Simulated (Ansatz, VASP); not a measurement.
**Two plane-wave programs on NaTa3O3**

```xyz
7
Lattice="4.4028 0.0000 0.0000 0.0000 4.4028 0.0000 0.0000 0.0000 4.4028" Properties=species:S:1:pos:R:3 pbc="T T T"
Na    2.2014    2.2014    2.2014
Ta    0.0000    2.2014    0.0000
Ta    0.0000    0.0000    2.2014
Ta    2.2014    0.0000    0.0000
O     2.2014    0.0000    2.2014
O     2.2014    2.2014    0.0000
O     0.0000    2.2014    2.2014
```

Change from the starting cell: species swapped into the LiCu3O3 type (Pm-3m, No. 221).

Alike in both runs: task relaxation of cell and atoms; functional PBE; k mesh 4 × 4 × 4; occupations gaussian, width 0.2 eV; no spin polarisation.

|  | VASP | Ansatz |
| --- | --- | --- |
| version | VASP 6.6.1 | Ansatz 0.2.0 |
| potentials or method | VASP PAW PBE potentials, release 64 (Na_pv, Ta_pv, O), cutoff 600 eV | scalar-relativistic, plane waves, PAW |
| valence electrons in the cell | 58 | 66 |

Ansatz gave:

```
gap on the k mesh at the Fermi level, each at its own relaxed structure (eV) : none
relaxed volume (Å³/atom)                                                     : 11.90
relaxed cell length with the largest relative difference (Å)                 : 4.367
```

Problem. Estimate VASP's values.

Solution. gap on the k mesh at the Fermi level, each at its own relaxed structure (eV): none; relaxed volume (Å³/atom): 11.91; relaxed cell length with the largest relative difference (Å): 4.368.

A gap of «none» marks a metal or a gap that the smearing closes. VASP's potentials hold 58 valence electrons a cell and Ansatz's 66, so a difference there can come from the potentials and not from the codes.

Spin-orbit coupling is off throughout.
